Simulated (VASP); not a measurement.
# Cl2: relaxation of the atoms with PBEsol

Cl2, in a box:

```
CELL_PARAMETERS angstrom
13.00000 0.00000 0.00000
0.00000 13.30000 0.00000
0.00000 0.00000 13.60000
ATOMIC_POSITIONS crystal
Cl 0.42269 0.50000 0.50000
Cl 0.57731 0.50000 0.50000
```

| Property | Result |
| --- | --- |
| Program | VASP 6.6.1 |
| Task | relaxation of the atoms |
| Functional | PBEsol |
| Potentials or basis | VASP PAW PBE potentials, release 64 (Cl) |
| Cutoff | 520 eV |
| k mesh | 1 × 1 × 1 |
| Occupations | gaussian, width 0.01 eV |
| Spin | no spin polarisation |
| Dipole correction | no |
| Further INCAR settings | ALGO = Normal; EDIFF = 1e-06; IBRION = 2; EDIFFG = -0.005; NSW = 60 |

```json
{
  "Energy gained by relaxing": "4.2 meV/atom",
  "Ionic steps": "3",
  "Gap between the frontier levels": "3.12 eV"
}
```

Step by step:
| step | energy change (eV) | largest force (eV/Å) | pressure (GPa) |
| --- | --- | --- | --- |
| 1 | 0.0000 | 0.5548 | -0.03 |
| 2 | -0.0026 | 0.5023 | 0.02 |
| 3 | -0.0084 | 0.0001 | 0.00 |

Final structure:
```yaml
crystal:
  lattice:
    - [13.00000, 0.00000, 0.00000]
    - [0.00000, 13.30000, 0.00000]
    - [0.00000, 0.00000, 13.60000]
  atoms:
    - { symbol: Cl, position: [0.42384, 0.50000, 0.50000] }
    - { symbol: Cl, position: [0.57616, 0.50000, 0.50000] }
```

Levels at points of the mesh, in eV from the valence-band top:
```csv
k point,band 5,band 6,band 7,band 8,band 9,band 10
"(0.00, 0.00, 0.00)",-2.76,0.00,0.00,3.12,6.80,7.61
```

Run time: 9.5 min on 1 thread of AMD EPYC 7R13, on a shared host, peak memory 1.4 GiB.

Caveat: the PAW data sets were made with another functional, which shifts forces and pressure a little.
